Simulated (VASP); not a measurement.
Here is a VASP 6.6.1 calculation.

The input INCAR:

```
  ALGO = Normal
  EDIFF = 1E-7
  ENCUT = 520
  GGA = PE
  ISIF = 2
  ISMEAR = 0
  LASPH = True
  LCHARG = False
  LREAL = False
  LWAVE = False
  NBANDS = 34
  NELM = 60
  PREC = Accurate
  SIGMA = 0.05
```

Contents of KPOINTS:

```
k-points
0
Gamma
  8 8 8
```

Contents of POSCAR:

```
FeSi
1.0
    4.5065839063      0.0000000000      0.0000000000
    0.0000000000      4.5065839063      0.0000000000
    0.0000000000      0.0000000000      4.5065839063
Fe Si
4 4
Direct
    0.1339681094      0.1339681094      0.1339681094
    0.3660318906      0.8660318906      0.6339681094
    0.6339681094      0.3660318906      0.8660318906
    0.8660318906      0.6339681094      0.3660318906
    0.8398086119      0.8398086119      0.8398086119
    0.6601913881      0.1601913881      0.3398086119
    0.3398086119      0.6601913881      0.1601913881
    0.1601913881      0.3398086119      0.6601913881
```

Potentials or basis: VASP PAW PBE potentials, release 64 (Fe, Si).

The run is started by

```bash
$ cat potpaw_PBE.64/Fe/POTCAR potpaw_PBE.64/Si/POTCAR > POTCAR
$ mpirun -np 1 vasp_std > vasp.out
```

Problem. What does it give for the largest force?

Solution. 0.033 eV/Å.

Problem. Estimate the band gap on the k mesh.

Solution. 0.16 eV (least direct gap 0.17 eV).

Forces in eV/Å, atoms in the order of the input:
```
Fe   0.019  0.019  0.019
Fe  -0.019 -0.019  0.019
Fe   0.019 -0.019 -0.019
Fe  -0.019  0.019 -0.019
Si   0.003  0.003  0.003
Si  -0.003 -0.003  0.003
Si   0.003 -0.003 -0.003
Si  -0.003  0.003 -0.003
```

Caveat: the cell stands under tension. Spin polarisation is off, so any magnetic state and its effect on volume and gap are missing.
